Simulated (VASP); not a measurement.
**AlN (zincblende type): single point with r2SCAN**

Crystal: AlN (zincblende type).

```xyz
2
Lattice="0.0000 2.1849 2.1849 2.1849 0.0000 2.1849 2.1849 2.1849 0.0000" Properties=species:S:1:pos:R:3 pbc="T T T"
Al    0.0000    0.0000    0.0000
N     1.0924    1.0924    1.0924
```

```
Program                : VASP 6.6.1
Task                   : single point
Functional             : r2SCAN
Potentials or basis    : VASP PAW PBE potentials, release 64 (Al, N)
Cutoff                 : 520 eV
k mesh                 : 15 × 15 × 15
Occupations            : fermi-dirac, width 0.08 eV
Spin                   : no spin polarisation
Dipole correction      : no
Further INCAR settings : ALGO = Normal; EDIFF = 1e-06; NBANDS = 11
```

The pressure is -0.4 GPa and the band gap on the k mesh is 4.00 eV (least direct gap 4.88 eV).

Levels at points of the mesh, in eV from the valence-band top:
```csv
k point,band 1,band 2,band 3,band 4,band 5,band 6,band 7,band 8
"(0.00, 0.00, 0.00)",-15.73,0.00,0.00,0.00,4.88,13.51,13.51,13.51
```

Wall time 39 s on 1 thread of Intel(R) Xeon(R) Platinum 8488C (Sapphire Rapids), with other jobs on the host, peak memory 0.15 GiB.

Caveat: the PAW data sets were made with another functional, which shifts forces and pressure a little; an odd mesh through Γ misses points on the zone boundary, where band edges can lie.
